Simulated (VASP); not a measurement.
# MgO2 (R-3m) in VASP: further runs

MgO2 is run at these levels: PBEsol, r2SCAN; tasks: single point.

Program: VASP 6.6.1. These are calculated values, not measurements. Logs are shortened: lines on timing, memory, paths and dates and some standing lists are left out, and cuts for length are marked.

## (1) The cell of the first run

The structure is trigonal, space group R-3m (No. 166). Conventional cell: a = 3.157 Å, b = 3.157 Å, c = 10.386 Å, α = 90.00°, β = 90.00°, γ = 120.00°. Mg (site symmetry -3m) has 6 O at 2.08 Å within 2.7 Å. Within 2.1 Å of O (site symmetry 3m) lie 1 O at 1.47 Å and 3 Mg at 2.08 Å.

## (2) Single point, PBEsol

INCAR reads:

```
SYSTEM = MgO2
PREC = Accurate
ENCUT = 750
EDIFF = 1E-6
ISMEAR = 1
SIGMA = 0.5
LREAL = .FALSE.
LASPH = .TRUE.
NELM = 120
ALGO = Normal
ISIF = 2
LWAVE = .FALSE.
LCHARG = .FALSE.
GGA = PS
NBANDS = 18
GGA_COMPAT = .FALSE.
```

KPOINTS reads:

```
regular mesh
0
G
  6 6 6
  0 0 0
```

POSCAR reads:

```
MgO2
1.0
    1.5784791300      0.9113353506      3.4618981106
   -1.5784791300      0.9113353506      3.4618981106
    0.0000000000     -1.8226707012      3.4618981106
Mg O
1 2
Direct
    0.0000000000      0.0000000000      0.0000000000
    0.4291159763      0.4291159763      0.4291159763
    0.5708840237      0.5708840237      0.5708840237
```

Potentials or basis: VASP PAW PBE potentials, release 64 (Mg_sv, O).

The run is started by

```console
> cat potpaw_PBE.64/Mg_sv/POTCAR potpaw_PBE.64/O/POTCAR > POTCAR
> mpirun -np 1 vasp_std > vasp.out
```

OUTCAR:

```text
SYSTEM = MgO2
   PREC = Accurate
   ENCUT = 750
   EDIFF = 1E-6
   ISMEAR = 1
   LREAL = .FALSE.
   LASPH = .TRUE.
   NELM = 120
   ISIF = 2
   GGA = PS

 ion  position               nearest neighbor table
   1  0.000  0.000  0.000-   3 2.08   2 2.08   3 2.08   3 2.08   2 2.08   2 2.08
   2  0.429  0.429  0.429-   3 1.47   1 2.08   1 2.08   1 2.08
   3  0.571  0.571  0.571-   2 1.47   1 2.08   1 2.08   1 2.08

  LATTYP: Found a trigonal (rhomboedric) cell.
 ALAT       =     3.9123991378
 COS(alpha) =     0.6744472449

  Lattice vectors:

 A1 = (   1.5784791300,   0.9113353506,   3.4618981106)
 A2 = (  -1.5784791300,   0.9113353506,   3.4618981106)
 A3 = (   0.0000000000,  -1.8226707012,   3.4618981106)

Analysis of symmetry for initial positions (statically):
=====================================================================
 Subroutine PRICEL returns:
 Original cell was already a primitive cell.

 Routine SETGRP: Setting up the symmetry group for a
 trigonal (rhombohedral) supercell.

 Subroutine GETGRP returns: Found 12 space group operations
 (whereof 12 operations were pure point group operations)
 out of a pool of 12 trial point group operations.

The static configuration has the point symmetry D_3d.

Analysis of symmetry for dynamics (positions and initial velocities):
=====================================================================
 Subroutine PRICEL returns:
 Original cell was already a primitive cell.

 Routine SETGRP: Setting up the symmetry group for a
 trigonal (rhombohedral) supercell.

 Subroutine GETGRP returns: Found 12 space group operations
 (whereof 12 operations were pure point group operations)
 out of a pool of 12 trial point group operations.

The dynamic configuration has the point symmetry D_3d.

 Subroutine INISYM returns: Found 12 space group operations
 (whereof 12 operations are pure point group operations),
 and found     1 'primitive' translations

----------------------------------------------------------------------------------------

                                     Primitive cell

  volume of cell :      29.8801

  direct lattice vectors                    reciprocal lattice vectors
     1.578479130  0.911335351  3.461898111     0.316760602  0.182881819  0.096286292
    -1.578479130  0.911335351  3.461898111    -0.316760602  0.182881819  0.096286292
     0.000000000 -1.822670701  3.461898111     0.000000000 -0.365763638  0.096286292

  length of vectors
     3.912399138  3.912399138  3.912399138     0.378224919  0.378224919  0.378224919

  position of ions in fractional coordinates (direct lattice)
     0.000000000  0.000000000  0.000000000
     0.429115976  0.429115976  0.429115976
     0.570884024  0.570884024  0.570884024

  ion indices of the primitive-cell ions
   primitive index   ion index
                 1           1
                 2           2
                 3           3

----------------------------------------------------------------------------------------

 KPOINTS: regular mesh

Automatic generation of k-mesh.
 Grid dimensions read from file:
 generate k-points for:    6    6    6

 Generating k-lattice:

  Cartesian coordinates                     Fractional coordinates (reciprocal lattice)
     0.052793434  0.030480303  0.016047715     0.166666667 -0.000000000 -0.000000000
    -0.052793434  0.030480303  0.016047715    -0.000000000  0.166666667 -0.000000000
     0.000000000 -0.060960606  0.016047715    -0.000000000 -0.000000000  0.166666667

  Length of vectors
     0.063037486  0.063037486  0.063037486

  Shift w.r.t. Gamma in fractional coordinates (k-lattice)
     0.000000000  0.000000000  0.000000000

 Subroutine IBZKPT returns following result:
 ===========================================

 Found     32 irreducible k-points:

 Following reciprocal coordinates:
            Coordinates               Weight
  0.000000  0.000000  0.000000      1.000000
  0.166667  0.000000  0.000000      6.000000
  0.333333  0.000000  0.000000      6.000000
  0.500000  0.000000  0.000000      3.000000
  0.166667  0.166667  0.000000      6.000000
  0.333333  0.166667  0.000000     12.000000
[... 16 lines left out ...]
  0.500000  0.500000  0.166667      6.000000
 -0.333333  0.500000  0.166667     12.000000
 [... further k-points ...]
   k-points           NKPTS =     32   k-points in BZ     NKDIM =     32   number of bands    NBANDS=     18
   number of dos      NEDOS =    301   number of ions     NIONS =      3
   total plane-waves  NPLWV =  46656
   dimension x,y,z NGX =    36 NGY =   36 NGZ =   36
   dimension x,y,z NGXF=    72 NGYF=   72 NGZF=   72
   ions per type =               1   2
   NGX,Y,Z   is equivalent  to a cutoff of  15.30, 15.30, 15.30 a.u.
   NGXF,Y,Z  is equivalent  to a cutoff of  30.59, 30.59, 30.59 a.u.
 SYSTEM =  MgO2
   PREC   = accura    normal or accurate (medium, high low for compatibility)
   ISTART =      0    job   : 0-new  1-cont  2-samecut
   ICHARG =      2    charge: 1-file 2-atom 10-const
   ISPIN  =      1    spin polarized calculation?
   LNONCOLLINEAR =      F non collinear calculations
   LSORBIT =      F    spin-orbit coupling
   LASPH  =      T    aspherical Exc in radial PAW
   ENCUT  =  750.0 eV  55.12 Ry    7.42 a.u.   8.74  8.74  8.74*2*pi/ulx,y,z
   NELM   =    120;   NELMIN=  2; NELMDL= -5     # of ELM steps
   EDIFF  = 0.1E-05   stopping-criterion for ELM
   LREAL  =      F    real-space projection
   EDIFFG = 0.1E-04   stopping-criterion for IOM
   NSW    =      0    number of steps for IOM
   IBRION =     -1    ionic relax: 0-MD 1-quasi-New 2-CG
   NFREE  =      0    steps in history (QN), initial steepest desc. (CG)
   ISIF   =      2    stress and relaxation
   ISYM   =      2    0-nonsym 1-usesym 2-fastsym
   POTIM  = 0.5000    time-step for ionic-motion
   TEBEG  =    0.0;   TEEND  =   0.0 temperature during run
   PSTRESS=    0.0 pullay stress
   NELECT =      22.0000    total number of electrons
   NUPDOWN=      -1.0000    fix difference up-down
   EMIN   =  10.00;   EMAX   =-10.00  energy-range for DOS
   EFERMI =   0.00;   METHOD = LEGACY
   ISMEAR =     1;   SIGMA  =   0.50  broadening in eV -4-tet -1-fermi 0-gaus
   EFERMI_NEDOS =   21; number of points for ismear=-14 and -15
   IALGO  =     38    algorithm
   IMIX   =      4    mixing-type and parameters
     AMIX     =   0.40;   BMIX     =  1.00
     AMIX_MAG =   1.60;   BMIX_MAG =  1.00
  volume/ion in A,a.u.               =       9.96        67.21
  Fermi-wavevector in a.u.,A,eV,Ry     =   1.478274  2.793532 29.732719  2.185293
  Thomas-Fermi vector in A             =   2.592575
   LORBIT       =      0    0 simple, 1 ext, 2 COOP (PROOUT), +10 PAW based schemes
   GGA     = PS    functional components
   LHFCALC =     F    Hartree Fock is set to
   AEXX    =    0.0000 exact exchange contribution
   IVDW    =     0    specifies the selected vdW correction
   LEPSILON=     F    determine dielectric tensor
   LRPA    =     F    only Hartree local field effects (RPA)
 non-spin polarized calculation
 Methfessel and Paxton  Order N= 1 SIGMA  =   0.50
  energy-cutoff  :      750.00
  volume of cell :       29.88
 maximum number of plane-waves:      1403
   NGX = 17   NGY = 17   NGZ = 17

 number of electron      21.9999998 magnetization

 Free energy of the ion-electron system (eV)
  ---------------------------------------------------
  ext. energy  EPLUGINS =         0.00000000
  ---------------------------------------------------
  free energy    TOTEN  =       -17.18982110 eV

  energy without entropy =      -17.21545268  energy(sigma->0) =      -17.19836496

 E-fermi :   2.9317     XC(G=0): -10.8334

 val. band max:        2.7933057195   @ k =   0.5000   0.5000   0.5000
 cond. band min:       5.2028296510   @ k =   0.5000   0.5000   0.5000
 fundamental gap:      2.4095239316
 Fermi energy:         2.9316802246

 k-point     1 :       0.0000    0.0000    0.0000
  band No.  band energies     occupation
      1     -70.1947      2.00000
      2     -37.1653      2.00000
      3     -37.1378      2.00000
      4     -37.1378      2.00000
      5     -18.8519      2.00000
      6     -11.7035      2.00000
[... 10 lines left out ...]
     17      17.6769      0.00000
     18      19.7159      0.00000

 k-point     2 :       0.1667    0.0000    0.0000
  band No.  band energies     occupation
      1     -70.1939      2.00000
      2     -37.1638      2.00000
      3     -37.1485      2.00000
      4     -37.1399      2.00000
      5     -18.7187      2.00000
      6     -11.7872      2.00000
[... 10 lines left out ...]
     17      18.4651      0.00000
     18      18.6485      0.00000

 k-point     3 :       0.3333    0.0000    0.0000
  band No.  band energies     occupation
      1     -70.1925      2.00000
      2     -37.1704      2.00000
      3     -37.1606      2.00000
      4     -37.1445      2.00000
      5     -18.4375      2.00000
      6     -11.9545      2.00000
[... 10 lines left out ...]
     17      17.8997      0.00000
     18      20.1511      0.00000

 k-point     4 :       0.5000    0.0000    0.0000
  band No.  band energies     occupation
      1     -70.1918      2.00000
      2     -37.1812      2.00000
      3     -37.1593      2.00000
      4     -37.1467      2.00000
      5     -18.2884      2.00000
      6     -12.0397      2.00000
[... 375 lines left out ...]
      4     -37.1526      2.00000
      5     -18.2836      2.00000
      6     -12.1002      2.00000
[... 10 lines left out ...]
     17      18.4884      0.00000
     18      19.7621      0.00000

 k-point    23 :       0.5000    0.5000    0.1667
  band No.  band energies     occupation
      1     -70.1924      2.00000
      2     -37.1692      2.00000
      3     -37.1631      2.00000
      4     -37.1449      2.00000
      5     -18.2299      2.00000
      6     -12.7317      2.00000
[... 10 lines left out ...]
     17      18.6291      0.00000
     18      22.5939      0.00000

 k-point    24 :      -0.3333    0.5000    0.1667
  band No.  band energies     occupation
      1     -70.1917      2.00000
      2     -37.1740      2.00000
      3     -37.1608      2.00000
      4     -37.1529      2.00000
      5     -18.1770      2.00000
      6     -12.4952      2.00000
[... 10 lines left out ...]
     17      18.5235      0.00000
     18      20.7838      0.00000

 [... further k-points ...]

------------------------ aborting loop because EDIFF is reached ----------------------------------------

  FORCE on cell =-STRESS in cart. coord.  units (eV):
  Direction    XX          YY          ZZ          XY          YZ          ZX
  --------------------------------------------------------------------------------------
  -------------------------------------------------------------------------------------
  Total        0.0849214      0.0849214      0.0225182      0.0000000      0.0000000      0.0000000
  in kB        4.5534962      4.5534962      1.2074300      0.0000000      0.0000000      0.0000000
  external PRESSURE =       3.4381408 kB  Pullay stress =       0.0000000 kB

 VOLUME and BASIS-vectors are now :
 -----------------------------------------------------------------------------
  energy-cutoff  :      750.00
  volume of cell :       29.88
      direct lattice vectors                 reciprocal lattice vectors
     1.578479130  0.911335351  3.461898111     0.316760602  0.182881819  0.096286292
    -1.578479130  0.911335351  3.461898111    -0.316760602  0.182881819  0.096286292
     0.000000000 -1.822670701  3.461898111     0.000000000 -0.365763638  0.096286292

 POSITION                                       TOTAL-FORCE (eV/Angst)
 -----------------------------------------------------------------------------------
      0.00000      0.00000      0.00000         0.000000     -0.000000      0.000000
      0.00000      0.00000      4.45667         0.000000     -0.000000     -0.031508
      0.00000      0.00000      5.92903         0.000000      0.000000      0.031508
 -----------------------------------------------------------------------------------
    total drift:                                0.000000      0.000000      0.000000

  FREE ENERGIE OF THE ION-ELECTRON SYSTEM (eV)
  ---------------------------------------------------
  free  energy   TOTEN  =       -17.1898211049 eV

  energy  without entropy=      -17.2154526831  energy(sigma->0) =      -17.19836496
```

Wall time 13 s (1 thread of Intel Xeon 6975P-C (Granite Rapids), shared host); peak memory 0.2 GiB.

Results:

```yaml
Free_energy: -17.1898 eV
Pressure: 0.3 GPa
Largest_force: 0.032 eV/Å
Band_gap_on_the_k_mesh: 2.41 eV
```

Forces in eV/Å, atoms in the order of the input:
```
Mg   0.000  0.000  0.000
O    0.000  0.000 -0.032
O    0.000  0.000  0.032
```

Caveat: the PAW data sets were made with another functional, which shifts forces and pressure a little.

## (3) Single point, r2SCAN

POSCAR is that of step 2.

INCAR.step1 reads:

```
  ALGO = Normal
  EDIFF = 1E-5
  ENCUT = 750
  GGA = PE
  GGA_COMPAT = F
  ISMEAR = 0
  LASPH = T
  LCHARG = F
  LREAL = F
  LWAVE = T
  NBANDS = 18
  NELM = 120
  PREC = Accurate
  SIGMA = 0.01
```

INCAR.step2 reads:

```
  ALGO = Normal
  EDIFF = 1E-6
  ENCUT = 750
  GGA_COMPAT = F
  ISIF = 2
  ISMEAR = 0
  ISTART = 1
  LASPH = T
  LCHARG = T
  LELF = T
  LMIXTAU = T
  LREAL = F
  LVHAR = T
  LWAVE = F
  METAGGA = R2SCAN
  NBANDS = 18
  NELM = 120
  PREC = Accurate
  SIGMA = 0.01
```

KPOINTS reads:

```
k-points
0
Gamma
  6 6 6
```

Potentials or basis: VASP PAW PBE potentials, release 64 (Mg_sv, O).

The run is started by

```console
> cat potpaw_PBE.64/Mg_sv/POTCAR potpaw_PBE.64/O/POTCAR > POTCAR
> cp INCAR.step1 INCAR
> mpirun -np 1 vasp_std > vasp.out
> cp INCAR.step2 INCAR
> mpirun -np 1 vasp_std > vasp.out
```

Run time: 1.8 min. Hardware: 1 thread of AMD EPYC 9R45 (Zen 5), shared host; peak memory 0.19 GiB.

The run converged. Its results:

| Property | Result |
| --- | --- |
| Free energy | -21.5851 eV |
| Pressure | 0.3 GPa |
| Largest force | 0.202 eV/Å |
| Band gap on the k mesh | 3.14 eV |

Forces on the atoms (eV/Å):
```
Mg   0.000  0.000  0.000
O    0.000  0.000 -0.202
O    0.000  0.000  0.202
```

Stress tensor (GPa, compression positive):
```
-0.29  0.00  0.00
 0.00 -0.29  0.00
 0.00  0.00  1.53
```

Levels at points of the mesh, in eV from the valence-band top:
| k point | band 7 | band 8 | band 9 | band 10 | band 11 | band 12 | band 13 | band 14 | band 15 | band 16 |
| --- | --- | --- | --- | --- | --- | --- | --- | --- | --- | --- |
| (0.00, 0.00, 0.00) | -7.86 | -3.58 | -3.58 | -0.87 | -0.87 | 5.53 | 5.81 | 13.49 | 15.46 | 16.06 |
| (0.50, 0.00, 0.00) | -6.81 | -6.39 | -3.96 | -1.31 | -1.21 | 5.08 | 9.63 | 11.64 | 13.97 | 15.63 |
| (0.50, 0.50, 0.00) | -6.15 | -5.72 | -4.63 | -2.22 | -0.17 | 4.40 | 8.78 | 12.25 | 13.97 | 14.28 |
| (0.50, 0.50, 0.50) | -5.00 | -4.14 | -4.14 | 0.00 | 0.00 | 3.14 | 5.80 | 10.89 | 15.61 | 15.61 |

Caveat: the PAW data sets were made with another functional, which shifts forces and pressure a little.

## (4) Single point, PBEsol

INCAR reads:

```
SYSTEM = MgO2
PREC = Accurate
ENCUT = 750
EDIFF = 1E-6
ISMEAR = 0
SIGMA = 0.01
LREAL = .False.
LASPH = .True.
NELM = 120
ALGO = Normal
ISIF = 2
LWAVE = .False.
LCHARG = .False.
GGA = PS
NBANDS = 18
GGA_COMPAT = .False.
```

KPOINTS reads:

```
Automatic mesh
0
Gamma
  6 6 6
  0 0 0
```

POSCAR is that of step 3.

The run is started by

```console
> cat potpaw_PBE.64/Mg_sv/POTCAR potpaw_PBE.64/O/POTCAR > POTCAR
> mpirun -np 1 vasp_std > vasp.out
```

It took 48 s on 1 thread of AMD EPYC 7R43 (Zen 3), shared host; peak memory 0.17 GiB.

It converged, with:

```
Free energy            : -17.2002 eV
Pressure               : 0.4 GPa
Largest force          : 0.032 eV/Å
Band gap on the k mesh : 2.41 eV
```

Forces in eV/Å, atoms in the order of the input:
```
Mg   0.000  0.000  0.000
O    0.000  0.000 -0.032
O    0.000  0.000  0.032
```

Stress tensor (GPa, compression positive):
```
0.58 0.00 0.00
0.00 0.58 0.00
0.00 0.00 0.18
```

Levels at points of the mesh, in eV from the valence-band top:
| k point | band 7 | band 8 | band 9 | band 10 | band 11 | band 12 | band 13 | band 14 | band 15 | band 16 |
| --- | --- | --- | --- | --- | --- | --- | --- | --- | --- | --- |
| (0.00, 0.00, 0.00) | -8.03 | -3.48 | -3.48 | -0.86 | -0.86 | 4.67 | 5.00 | 12.27 | 14.00 | 14.88 |
| (0.50, 0.00, 0.00) | -6.94 | -6.36 | -3.86 | -1.31 | -1.22 | 4.30 | 8.67 | 10.53 | 12.72 | 14.27 |
| (0.50, 0.50, 0.00) | -6.27 | -5.67 | -4.53 | -2.27 | -0.17 | 3.64 | 7.80 | 11.21 | 12.63 | 12.97 |
| (0.50, 0.50, 0.50) | -5.11 | -4.03 | -4.03 | 0.00 | 0.00 | 2.41 | 4.92 | 9.68 | 14.40 | 14.40 |

Caveat: the PAW data sets were made with another functional, which shifts forces and pressure a little.

## (5) The runs side by side

```tsv
level	smearing	gap on the mesh (eV)	pressure (GPa)	largest force (eV/Å)
PBEsol	methfessel-paxton 0.5 eV	2.41	0.3	0.03
r2SCAN	gaussian 0.01 eV	3.14	0.3	0.20
PBEsol	gaussian 0.01 eV	2.41	0.4	0.03
```

Alike in all rows: task single point; potentials or basis VASP PAW PBE potentials, release 64 (Mg_sv, O); no spin polarisation; cell as given; k mesh 6 × 6 × 6; cutoff (eV) 750.

On the cell as given the gap runs from 2.41 eV (PBEsol) to 3.14 eV (r2SCAN).

Caveats: the PAW data sets were made with another functional, which shifts forces and pressure a little.

Total energies depend on the potentials used, so only differences within one code and one set of settings carry meaning.
